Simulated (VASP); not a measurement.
Write the native input for VASP 6.6.1 that does the following.

```
Task                   : relaxation of cell and atoms
Functional             : PBE
Dispersion             : D3(BJ)
Potentials or basis    : VASP PAW PBE potentials, release 64 (Li_sv)
Cutoff                 : 600 eV
k mesh                 : 18 × 18 × 18
Occupations            : gaussian, width 0.1 eV
Spin                   : no spin polarisation
Dipole correction      : no
Further INCAR settings : ALGO = Fast; EDIFF = 1e-06; IBRION = 2; EDIFFG = -0.005; NSW = 100; ISIF = 3
```

The structure of Li lies in POSCAR:

```
Li
1.0
    1.4756434062      0.8519631178      7.2609962226
   -1.4756434062      0.8519631178      7.2609962226
    0.0000000000     -1.7039262356      7.2609962226
Li
3
Direct
    0.0000000000      0.0000000000      0.0000000000
    0.2222530268      0.2222530268      0.2222530268
    0.7777469732      0.7777469732      0.7777469732
```

These files were run (other wordings do the same):

INCAR

```
SYSTEM = Li
PREC     = Accurate       ! precision mode
ENCUT    = 600            ! plane-wave cutoff, eV
EDIFF    = 1E-6           ! SCF threshold, eV
ISMEAR   = 0              ! smearing method
SIGMA    = 0.1            ! smearing width, eV
LREAL    = .False.        ! projectors in reciprocal space
LASPH    = .True.         ! aspherical terms in the spheres
NELM     = 80             ! most SCF steps
ALGO     = Fast           ! electronic algorithm
ISIF     = 3              ! what is computed and relaxed
LWAVE    = .False.        ! write WAVECAR
LCHARG   = .False.        ! write CHGCAR
GGA      = PE             ! functional
IVDW     = 12             ! dispersion correction
IBRION   = 2              ! ionic algorithm
NSW      = 100            ! ionic steps
EDIFFG   = -0.005         ! ionic threshold
```

KPOINTS

```
Automatic mesh
0
Gamma
  18 18 18
  0 0 0
```

Potentials or basis: VASP PAW PBE potentials, release 64 (Li_sv).

Launch:

```bash
$ cat potpaw_PBE.64/Li_sv/POTCAR > POTCAR
$ mpirun -np 1 vasp_std > vasp.out
```

Results of the run:

```yaml
Relaxed_volume: 18.11 Å³/atom
Relaxed_cell: a = 7.442 Å, b = 7.442 Å, c = 7.442 Å, α = 22.81°, β = 22.81°, γ = 22.81°
Space_group_after_relaxing_to_0.1_Å: R-3m (No. 166)
Energy_gained_by_relaxing: 0.1 meV/atom
Ionic_steps: 3
Pressure_after_relaxing: 0.0 GPa
Band_gap_on_the_k_mesh: zero (an odd number of electrons rules out a gap without spin polarisation)
Dispersion_energy_per_atom: -0.189 eV
```

Caveat: the cutoff is under 1.25 times the usual one of these potentials, so pressure, stress and relaxed cells hold a basis-set (Pulay) error.

Wall time 67 min on 1 thread of Intel Xeon 8259CL, on a shared host, peak memory 0.69 GiB.
